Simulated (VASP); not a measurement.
Input of a VASP 6.6.1 run:

INCAR

```
SYSTEM = SiNi
ALGO = Normal
EDIFF = 1E-6
ENCUT = 590
GGA = PS
GGA_COMPAT = .False.
ISIF = 2
ISMEAR = -1
ISPIN = 2
LASPH = .True.
LCHARG = .False.
LMAXMIX = 4
LORBIT = 11
LREAL = .False.
LWAVE = .False.
MAGMOM = 2 2 2 2 0 0 0 0
NBANDS = 58
NELM = 200
NUPDOWN = 8.0
PREC = Accurate
SIGMA = 0.05
```

File KPOINTS:

```
k-points
0
Gamma
  5 5 5
  0 0 0
```

Contents of POSCAR:

```
SiNi
1.0
    4.5036940000      0.0000000000      0.0000000000
    0.0000000000      4.5036940000      0.0000000000
    0.0000000000      0.0000000000      4.5036940000
Ni Si
4 4
Direct
    0.1495040000      0.1495040000      0.1495040000
    0.6495040000      0.3504960000      0.8504960000
    0.8504960000      0.6495040000      0.3504960000
    0.3504960000      0.8504960000      0.6495040000
    0.8468300000      0.8468300000      0.8468300000
    0.3468300000      0.6531700000      0.1531700000
    0.1531700000      0.3468300000      0.6531700000
    0.6531700000      0.1531700000      0.3468300000
```

Potentials or basis: VASP PAW PBE potentials, release 64 (Ni_sv_GW, Si).

The run is started by

```console
$ cat potpaw_PBE.64/Ni_sv_GW/POTCAR potpaw_PBE.64/Si/POTCAR > POTCAR
$ mpirun -np 1 vasp_std > vasp.out
```

**Question.** Predict the largest force.

**Answer.** 0.227 eV/Å.

**Question.** Predict the pressure.

**Answer.** 14.9 GPa.

Forces in eV/Å, atoms in the order of the input:
```
Ni  -0.131 -0.131 -0.131
Ni  -0.131  0.131  0.131
Ni   0.131 -0.131  0.131
Ni   0.131  0.131 -0.131
Si  -0.113 -0.113 -0.113
Si  -0.113  0.113  0.113
Si   0.113 -0.113  0.113
Si   0.113  0.113 -0.113
```

Caveat: the cell stands under pressure; the PAW data sets were made with another functional, which shifts forces and pressure a little; the total moment is fixed, so each spin has its own Fermi level.
